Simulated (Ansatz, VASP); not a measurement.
**Two plane-wave programs on RuC2N2**

```xyz
10
Lattice="5.7832 0.0000 0.0000 0.0000 5.7832 0.0000 0.0000 0.0000 5.7832" Properties=species:S:1:pos:R:3 pbc="T T T"
Ru    0.0000    0.0000    0.0000
Ru    2.8916    2.8916    2.8916
C     1.1012    1.1012    1.1012
C     1.1012    4.6820    4.6820
C     4.6820    1.1012    4.6820
C     4.6820    4.6820    1.1012
N     1.7957    1.7957    1.7957
N     1.7957    3.9875    3.9875
N     3.9875    1.7957    3.9875
N     3.9875    3.9875    1.7957
```

Alike in both runs: functional PBE; k mesh 4 × 4 × 4; occupations gaussian, width 0.1 eV; collinear spin.

Ansatz relaxed the structure, and its values are those at the end. VASP's run is a single point on that final structure, the one shown.

```csv
,VASP,Ansatz
version,VASP 6.6.1,Ansatz 0.2.0
potentials or method,"VASP PAW PBE potentials, release 64 (Ru_pv, C, N), cutoff 520 eV","scalar-relativistic, plane waves, PAW"
valence electrons in the cell,64,68
```

Ansatz gave:

| Property | Result |
| --- | --- |
| gap on the k mesh at the Fermi level (eV) | none |
| pressure (GPa) | -0.2 |
| rms of the force components (eV/Å) | 0.016 |
| net moment per atom (μB) | 0.00 |

What did VASP give for the same quantities?

gap on the k mesh at the Fermi level (eV): none; pressure (GPa): -0.1; rms of the force components (eV/Å): 0.132; net moment per atom (μB): 0.00.

A gap of «none» marks a metal or a gap that the smearing closes. One of these differences is far larger than is usual between the two programs; its cause wasn't traced. VASP's potentials hold 64 valence electrons a cell and Ansatz's 68, so a difference there can come from the potentials and not from the codes. Ansatz's warnings: seeded moment not kept.

Noted on VASP's run: the standard files for N, O and F lose accuracy on very short bonds.
